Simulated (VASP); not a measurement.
# DyC3 (C2) in VASP: notebook

The runs below take DyC3 through single point, with PBE.

Everything below comes from runs of VASP 6.6.1. Logs are shortened: lines on timing, memory, paths and dates and some standing lists are left out, and cuts for length are marked.

### Step 1. The cell of the first run

The structure is monoclinic, space group C2 (No. 5). The conventional cell has a = 4.972 Å, b = 5.299 Å, c = 3.824 Å, α = 90.00°, β = 110.76°, γ = 90.00°. Dy (site symmetry 2) has 16 C at 2.49 to 3.38 Å within 3.4 Å. Within 1.9 Å of C (site symmetry 2) lie 2 C at 1.42 Å. C (site symmetry 1) has 2 C at 1.37 to 1.42 Å within 1.8 Å.

The cell was built from a structure type or drawn by symmetry, and may not be a known phase.

### Step 2. Single point, PBE

Contents of INCAR:

```
SYSTEM = DyC3
  PREC = Accurate
  ENCUT = 600
  EDIFF = 1E-6
  ISMEAR = 0
  SIGMA = 0.1
  LREAL = .FALSE.
  LASPH = .TRUE.
  NELM = 200
  ALGO = Normal
  ISIF = 2
  LWAVE = .FALSE.
  LCHARG = .FALSE.
  GGA = PE
  NBANDS = 18
  GGA_COMPAT = .FALSE.
  LMAXMIX = 6
```

Contents of KPOINTS:

```
Automatic mesh
0
G
  6 6 6
  0 0 0
```

Contents of POSCAR:

```
DyC3
1.0
    2.4796920354     -2.6495046004      0.1782794892
    2.4796920354      2.6495046004      0.1782794892
   -1.6085308644      0.0000000000      3.4697669854
Dy C
1 3
Direct
    0.8027235948      0.1972764052      0.0000000000
    0.3307700512      0.6692299488      0.0000000000
    0.2574112327      0.8311951186      0.3502755951
    0.1688048814      0.7425887673      0.6497244049
```

Potentials or basis: VASP PAW PBE potentials, release 64 (Dy_3, C), 4f in core.

Launch:

```
> cat potpaw_PBE.64/Dy_3/POTCAR potpaw_PBE.64/C/POTCAR > POTCAR
> mpirun -np 1 vasp_std > vasp.out
```

OUTCAR:

```text
SYSTEM = DyC3
   PREC = Accurate
   ENCUT = 600
   EDIFF = 1E-6
   ISMEAR = 0
   LREAL = .FALSE.
   LASPH = .TRUE.
   NELM = 200
   ISIF = 2
   GGA = PE

 ion  position               nearest neighbor table
   1  0.803  0.197  0.000-   2 2.49   2 2.49   2 2.50   4 2.52   3 2.52   3 2.60   4 2.60   4 2.75
                             3 2.75   2 2.80
   2  0.331  0.669  0.000-   3 1.42   4 1.42   1 2.49   1 2.49   1 2.50   1 2.80
   3  0.257  0.831  0.350-   4 1.37   2 1.42   1 2.52   1 2.60   1 2.75
   4  0.169  0.743  0.650-   3 1.37   2 1.42   1 2.52   1 2.60   1 2.75

  LATTYP: Found a base centered monoclinic cell.
 ALAT       =     4.9721850998
 B/A-ratio  =     1.0657304775
 C/A-ratio  =     0.7691750941
 COS(beta)  =    -0.3544455275

  Lattice vectors:

 A1 = (   2.4796920354,  -2.6495046004,   0.1782794892)
 A2 = (   2.4796920354,   2.6495046004,   0.1782794892)
 A3 = (  -1.6085308644,   0.0000000000,   3.4697669854)

Analysis of symmetry for initial positions (statically):
=====================================================================
 Subroutine PRICEL returns:
 Original cell was already a primitive cell.

 Routine SETGRP: Setting up the symmetry group for a
 base centered monoclinic supercell.

 Subroutine GETGRP returns: Found  2 space group operations
 (whereof  2 operations were pure point group operations)
 out of a pool of  4 trial point group operations.

The static configuration has the point symmetry C_2 .

Analysis of symmetry for dynamics (positions and initial velocities):
=====================================================================
 Subroutine PRICEL returns:
 Original cell was already a primitive cell.

 Routine SETGRP: Setting up the symmetry group for a
 base centered monoclinic supercell.

 Subroutine GETGRP returns: Found  2 space group operations
 (whereof  2 operations were pure point group operations)
 out of a pool of  4 trial point group operations.

The dynamic configuration has the point symmetry C_2 .

 Subroutine INISYM returns: Found  2 space group operations
 (whereof  2 operations are pure point group operations),
 and found     1 'primitive' translations

----------------------------------------------------------------------------------------

                                     Primitive cell

  volume of cell :      47.1120

  direct lattice vectors                    reciprocal lattice vectors
     2.479692035 -2.649504600  0.178279489     0.195134160 -0.188714524  0.090461210
[... 93 lines left out ...]
   NSW    =      0    number of steps for IOM
   IBRION =     -1    ionic relax: 0-MD 1-quasi-New 2-CG
   NFREE  =      0    steps in history (QN), initial steepest desc. (CG)
   ISIF   =      2    stress and relaxation
   ISYM   =      2    0-nonsym 1-usesym 2-fastsym
   POTIM  = 0.5000    time-step for ionic-motion
   TEBEG  =    0.0;   TEEND  =   0.0 temperature during run
   PSTRESS=    0.0 pullay stress
   NELECT =      21.0000    total number of electrons
   NUPDOWN=      -1.0000    fix difference up-down
   EMIN   =  10.00;   EMAX   =-10.00  energy-range for DOS
   EFERMI =   0.00;   METHOD = LEGACY
   ISMEAR =     0;   SIGMA  =   0.10  broadening in eV -4-tet -1-fermi 0-gaus
   EFERMI_NEDOS =   21; number of points for ismear=-14 and -15
   IALGO  =     38    algorithm
   IMIX   =      4    mixing-type and parameters
     AMIX     =   0.40;   BMIX     =  1.00
     AMIX_MAG =   1.60;   BMIX_MAG =  1.00
  volume/ion in A,a.u.               =      11.78        79.48
  Fermi-wavevector in a.u.,A,eV,Ry     =   1.250559  2.363213 21.278107  1.563897
  Thomas-Fermi vector in A             =   2.384547
   LORBIT       =      0    0 simple, 1 ext, 2 COOP (PROOUT), +10 PAW based schemes
   GGA     = PE    functional components
   LHFCALC =     F    Hartree Fock is set to
   AEXX    =    0.0000 exact exchange contribution
   IVDW    =     0    specifies the selected vdW correction
   LEPSILON=     F    determine dielectric tensor
   LRPA    =     F    only Hartree local field effects (RPA)
 non-spin polarized calculation
 Gauss-broadening in eV      SIGMA  =   0.10
  energy-cutoff  :      600.00
  volume of cell :       47.11
 maximum number of plane-waves:      1586
 NGX is ok and might be reduce to    30
   NGX = 15   NGY = 15   NGZ = 15

 number of electron      21.0000000 magnetization

 Free energy of the ion-electron system (eV)
  ---------------------------------------------------
  ext. energy  EPLUGINS =         0.00000000
  ---------------------------------------------------
  free energy    TOTEN  =       -31.38418798 eV

  energy without entropy =      -31.37530087  energy(sigma->0) =      -31.37974443

 E-fermi :   5.8751     XC(G=0): -11.1738

 val. band max:        5.8616792874   @ k =  -0.1667   0.3333   0.1667
 cond. band min:       5.8943535120   @ k =  -0.1667  -0.3333   0.1667
 fundamental gap:      0.0326742246
 Fermi energy:         5.8750514402

 k-point     1 :       0.0000    0.0000    0.0000
  band No.  band energies     occupation
      1     -17.6063      2.00000
      2     -17.4865      2.00000
      3     -17.4456      2.00000
      4     -11.9153      2.00000
      5      -5.9365      2.00000
      6      -4.8946      2.00000
[... 481 lines left out ...]
      5      -7.1491      2.00000
      6      -3.7809      2.00000
[... 10 lines left out ...]
     17      12.0187      0.00000
     18      13.1273      0.00000

 [... further k-points ...]

------------------------ aborting loop because EDIFF is reached ----------------------------------------

  FORCE on cell =-STRESS in cart. coord.  units (eV):
  Direction    XX          YY          ZZ          XY          YZ          ZX
  --------------------------------------------------------------------------------------
  -------------------------------------------------------------------------------------
  Total        0.1172850      0.0868261      0.1709428      0.0000000      0.0000000      0.0208234
  in kB        3.9886068      2.9527677      5.8133948      0.0000000      0.0000000      0.7081597
  external PRESSURE =       4.2515898 kB  Pullay stress =       0.0000000 kB

 VOLUME and BASIS-vectors are now :
 -----------------------------------------------------------------------------
  energy-cutoff  :      600.00
  volume of cell :       47.11
      direct lattice vectors                 reciprocal lattice vectors
     2.479692035 -2.649504600  0.178279489     0.195134160 -0.188714524  0.090461210
     2.479692035  2.649504600  0.178279489     0.195134160  0.188714524  0.090461210
    -1.608530864  0.000000000  3.469766985    -0.020052308  0.000000000  0.278907848

 POSITION                                       TOTAL-FORCE (eV/Angst)
 -----------------------------------------------------------------------------------
      2.47969     -1.60414      0.17828        -0.000000      0.013363     -0.000000
      2.47969      0.89675      0.17828        -0.000000      0.008907     -0.000000
      2.13598      1.52024      1.40945         0.023372     -0.011135      0.019344
      1.21487      1.52024      2.41688        -0.023372     -0.011135     -0.019344
 -----------------------------------------------------------------------------------
    total drift:                                0.000000     -0.000203     -0.000000

  FREE ENERGIE OF THE ION-ELECTRON SYSTEM (eV)
  ---------------------------------------------------
  free  energy   TOTEN  =       -31.3841879819 eV

  energy  without entropy=      -31.3753008731  energy(sigma->0) =      -31.37974443
```

stdout:

```text
POSCAR found type information on POSCAR DyC
 POSCAR found :  2 types and       4 ions
 scaLAPACK will be used
 LDA part: xc-table for (Slater+PW92), standard interpolation
 POSCAR, INCAR and KPOINTS ok, starting setup
 FFT: planning ... GRIDC
 FFT: planning ... GRID_SOFT
 FFT: planning ... GRID
 WAVECAR not read
 entering main loop
```

Run time: 29 s. Hardware: 1 thread of Intel Xeon 6975P-C (Granite Rapids), shared host; peak memory 0.22 GiB.

Results:

```
Free energy            : -31.3842 eV
Pressure               : 0.4 GPa
Largest force          : 0.032 eV/Å
Band gap on the k mesh : zero (an odd number of electrons rules out a gap without spin polarisation)
```

Forces in eV/Å, atoms in the order of the input:
```
Dy   0.000  0.013  0.000
C    0.000  0.009  0.000
C    0.023 -0.011  0.019
C   -0.023 -0.011 -0.019
```

Caveat: spin-orbit coupling is left out, which moves the levels of the heavy elements; the 4f electrons are frozen in the core, so they carry no moment and show no levels. Spin polarisation is off, so any magnetic state and its effect on volume and gap are missing.

### Step 3. Single point, PBE

This run uses another cell than the first one, of 12.52 Å³/atom.

Contents of INCAR:

```
PREC = Accurate
ENCUT = 600
EDIFF = 1E-6
ISMEAR = 0
SIGMA = 0.1
LREAL = False
LASPH = True
NELM = 200
ALGO = Normal
ISIF = 2
LWAVE = False
LCHARG = False
GGA = PE
NBANDS = 18
GGA_COMPAT = False
LMAXMIX = 6
```

Contents of KPOINTS:

```
regular mesh
0
Gamma
  6 6 6
```

Contents of POSCAR:

```
DyC3
1.0
    2.5382285684     -2.9618700789      0.0000000000
    2.5382285684      2.9618700789      0.0000000000
   -1.8858992629      0.0000000000      3.3297738921
Dy C
1 3
Direct
    0.8514170098      0.1485829902      0.0000000000
    0.3038283187      0.6961716813      0.0000000000
    0.2415124660      0.8370480345      0.3523216557
    0.1629519655      0.7584875340      0.6476783443
```

Potentials or basis: VASP PAW PBE potentials, release 64 (Dy_3, C), 4f in core.

Launch:

```
> cat potpaw_PBE.64/Dy_3/POTCAR potpaw_PBE.64/C/POTCAR > POTCAR
> mpirun -np 1 vasp_std > vasp.out
```

OUTCAR:

```text
PREC = Accurate
   ENCUT = 600
   EDIFF = 1E-6
   ISMEAR = 0
   LREAL = False
   LASPH = True
   NELM = 200
   ISIF = 2
   GGA = PE

 ion  position               nearest neighbor table
   1  0.851  0.149  0.000-   3 2.43   4 2.43   3 2.54   4 2.54   2 2.55   2 2.55   4 2.58   3 2.58
                             2 2.68
   2  0.304  0.696  0.000-   3 1.40   4 1.40   1 2.55   1 2.55   1 2.68
   3  0.242  0.837  0.352-   4 1.37   2 1.40   1 2.43   1 2.54   1 2.58
   4  0.163  0.758  0.648-   3 1.37   2 1.40   1 2.43   1 2.54   1 2.58

  LATTYP: Found a base centered monoclinic cell.
 ALAT       =     5.0764571368
 B/A-ratio  =     1.1669043977
 C/A-ratio  =     0.7538228328
 COS(beta)  =    -0.4928201759

  Lattice vectors:

 A1 = (   2.5382285684,  -2.9618700789,   0.0000000000)
 A2 = (   2.5382285684,   2.9618700789,   0.0000000000)
 A3 = (  -1.8858992629,   0.0000000000,   3.3297738921)

Analysis of symmetry for initial positions (statically):
=====================================================================
 Subroutine PRICEL returns:
 Original cell was already a primitive cell.
[... 175 lines left out ...]

 val. band max:        5.6833286303   @ k =  -0.1667  -0.1667   0.1667
 cond. band min:       5.7330742531   @ k =  -0.1667   0.1667   0.1667
 fundamental gap:      0.0497456228
 Fermi energy:         5.6888710240

 k-point     1 :       0.0000    0.0000    0.0000
  band No.  band energies     occupation
      1     -18.2360      2.00000
      2     -18.1642      2.00000
      3     -17.9796      2.00000
      4     -12.3821      2.00000
      5      -6.4112      2.00000
      6      -5.5993      2.00000
[... 481 lines left out ...]
      5      -7.7249      2.00000
      6      -4.3903      2.00000
[... 10 lines left out ...]
     17      11.8889      0.00000
     18      12.3885      0.00000

 [... further k-points ...]

------------------------ aborting loop because EDIFF is reached ----------------------------------------

  FORCE on cell =-STRESS in cart. coord.  units (eV):
  Direction    XX          YY          ZZ          XY          YZ          ZX
  --------------------------------------------------------------------------------------
  -------------------------------------------------------------------------------------
  Total        0.5701563     -0.2932213      1.7580118      0.0000000      0.0000000     -0.3962315
  in kB       18.2458052     -9.3834954     56.2588571      0.0000000      0.0000000    -12.6799670
  external PRESSURE =      21.7070556 kB  Pullay stress =       0.0000000 kB

 VOLUME and BASIS-vectors are now :
 -----------------------------------------------------------------------------
  energy-cutoff  :      600.00
  volume of cell :       50.07
      direct lattice vectors                 reciprocal lattice vectors
     2.538228568 -2.961870079  0.000000000     0.196987776 -0.168812266  0.111568867
     2.538228568  2.961870079  0.000000000     0.196987776  0.168812266  0.111568867
    -1.885899263  0.000000000  3.329773892     0.000000000  0.000000000  0.300320692

 POSITION                                       TOTAL-FORCE (eV/Angst)
 -----------------------------------------------------------------------------------
      2.53823     -2.08170      0.00000        -0.000000      0.292501      0.000000
      2.53823      1.16207      0.00000        -0.000000     -0.736180      0.000000
      2.07319      1.76390      1.17315        -0.138693      0.221840      0.438408
      1.11737      1.76390      2.15662         0.138693      0.221840     -0.438408
 -----------------------------------------------------------------------------------
    total drift:                                0.000000     -0.000258     -0.000000

  FREE ENERGIE OF THE ION-ELECTRON SYSTEM (eV)
  ---------------------------------------------------
  free  energy   TOTEN  =       -31.0917634152 eV

  energy  without entropy=      -31.0837775589  energy(sigma->0) =      -31.08777049
```

OSZICAR:

```text
N       E                     dE             d eps       ncg     rms          rms(c)
DAV:   1     0.110645563134E+03    0.11065E+03   -0.10105E+04  2448   0.117E+03
DAV:   2    -0.222074588224E+02   -0.13285E+03   -0.12771E+03  2506   0.312E+02
DAV:   3    -0.341317563635E+02   -0.11924E+02   -0.11598E+02  3456   0.711E+01
DAV:   4    -0.345098883634E+02   -0.37813E+00   -0.37592E+00  3218   0.134E+01
DAV:   5    -0.345200445938E+02   -0.10156E-01   -0.10142E-01  3488   0.216E+00    0.228E+01
DAV:   6    -0.311400311037E+02    0.33800E+01   -0.90314E+00  3466   0.169E+01    0.161E+01
DAV:   7    -0.310986352109E+02    0.41396E-01   -0.10732E+00  3192   0.591E+00    0.915E+00
DAV:   8    -0.311057715934E+02   -0.71364E-02   -0.26193E-01  3438   0.293E+00    0.163E+00
DAV:   9    -0.310914733389E+02    0.14298E-01   -0.69766E-02  3468   0.141E+00    0.141E-01
DAV:  10    -0.310916848507E+02   -0.21151E-03   -0.24488E-03  2718   0.341E-01    0.188E-01
DAV:  11    -0.310917529147E+02   -0.68064E-04   -0.19614E-04  3402   0.927E-02    0.288E-02
DAV:  12    -0.310917610945E+02   -0.81798E-05   -0.22456E-05  3048   0.309E-02    0.112E-02
DAV:  13    -0.310917633346E+02   -0.22401E-05   -0.68733E-06  2778   0.164E-02    0.717E-03
DAV:  14    -0.310917634152E+02   -0.80580E-07   -0.30541E-07  1496   0.428E-03
   1 F= -.31091763E+02 E0= -.31087770E+02  d E =-.798586E-02
```

stdout:

```text
POSCAR found type information on POSCAR DyC
 POSCAR found :  2 types and       4 ions
 scaLAPACK will be used
 LDA part: xc-table for (Slater+PW92), standard interpolation
 POSCAR, INCAR and KPOINTS ok, starting setup
 FFT: planning ... GRIDC
 FFT: planning ... GRID_SOFT
 FFT: planning ... GRID
 WAVECAR not read
 entering main loop
```

Wall time 24 s (1 thread of Intel Xeon 6975P-C (Granite Rapids), shared host); peak memory 0.22 GiB.

What came out:

```
Free energy            : -31.0918 eV
Pressure               : 2.2 GPa
Largest force          : 0.736 eV/Å
Band gap on the k mesh : zero (an odd number of electrons rules out a gap without spin polarisation)
```

Forces in eV/Å, atoms in the order of the input:
```
Dy   0.000  0.293  0.000
C    0.000 -0.736  0.000
C   -0.139  0.222  0.438
C    0.139  0.222 -0.438
```

Stress tensor (GPa, compression positive):
```
 1.82  0.00 -1.27
 0.00 -0.94  0.00
-1.27  0.00  5.63
```

Levels at points of the mesh, in eV from the Fermi level:
```
           k point  band 8  band 9  band 10  band 11  band 12  band 13
(0.00, 0.00, 0.00)   -6.47   -3.13    -1.85    -1.63    -0.33     1.69
(0.50, 0.00, 0.00)   -6.46   -2.14    -1.10    -0.89     0.52     1.39
(0.50, 0.50, 0.00)   -6.63   -1.99    -0.97    -0.51     0.60     2.20
(0.00, 0.00, 0.50)   -5.11   -4.94    -4.34     0.44     1.11     3.12
(0.50, 0.00, 0.50)   -5.87   -4.89    -4.34     1.66     2.41     3.31
(0.50, 0.50, 0.50)   -5.59   -5.17    -4.18     1.27     2.56     2.97
```

Caveat: spin-orbit coupling is left out, which moves the levels of the heavy elements; the 4f electrons are frozen in the core, so they carry no moment and show no levels.
